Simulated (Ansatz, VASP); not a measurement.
# Na: VASP beside Ansatz

File INCAR:

```
SYSTEM = Na
PREC = Accurate
ENCUT = 520
EDIFF = 1E-8
ISMEAR = -1
SIGMA = 0.03
LREAL = .False.
LASPH = .True.
NELM = 100
ALGO = Normal
ISIF = 2
LWAVE = .False.
LCHARG = .False.
GGA = PS
LEFG = .True.
NBANDS = 10
```

The input KPOINTS:

```
regular mesh
0
Gamma
  11 11 11
  0 0 0
```

File POSCAR:

```
Na
1.0
   -2.0963250000      2.0963250000      2.1175000000
    2.0963250000     -2.0963250000      2.1175000000
    2.0963250000      2.0963250000     -2.1175000000
Na
1
Direct
    0.0000000000      0.0000000000      0.0000000000
```

Input for Ansatz:

```yaml
crystal:
  lattice:
    - [-2.096325, 2.096325, 2.1175]
    - [2.096325, -2.096325, 2.1175]
    - [2.096325, 2.096325, -2.1175]
  atoms:
    - { symbol: Na, position: [0.0, 0.0, 0.0] }
kpoints:
  mp_grid: { grid: [11, 11, 11] }
scf:
  occupations: { method: fermi_dirac, width: 0.03 }
hamiltonian:
  xc: pbesol
  pseudopotentials: { kind: all_electron, datasets: crystal }
output:
  forces: true
  stress: true
  eigenvalues: true
  efg: { contact_densities: true }
```

Change from the starting cell: equal xx and yy strain of -1 %, crystal datasets.

Alike in both runs: task electric field gradients; functional PBEsol; k mesh 11 × 11 × 11; occupations fermi-dirac, width 0.03 eV; no spin polarisation.

|  | VASP | Ansatz |
| --- | --- | --- |
| version | VASP 6.6.1 | Ansatz 0.2.0 |
| potentials or method | VASP PAW PBE potentials, release 64 (Na_pv), cutoff 520 eV | all-electron PAW with datasets made for the crystal, scalar-relativistic |

```csv
,VASP,Ansatz,Ansatz less VASP
pressure (GPa),-0.2,-0.2,0.00
```

VASP's potentials were made for PBE, not for PBEsol. Ansatz ran all-electron here, and VASP with PAW potentials.
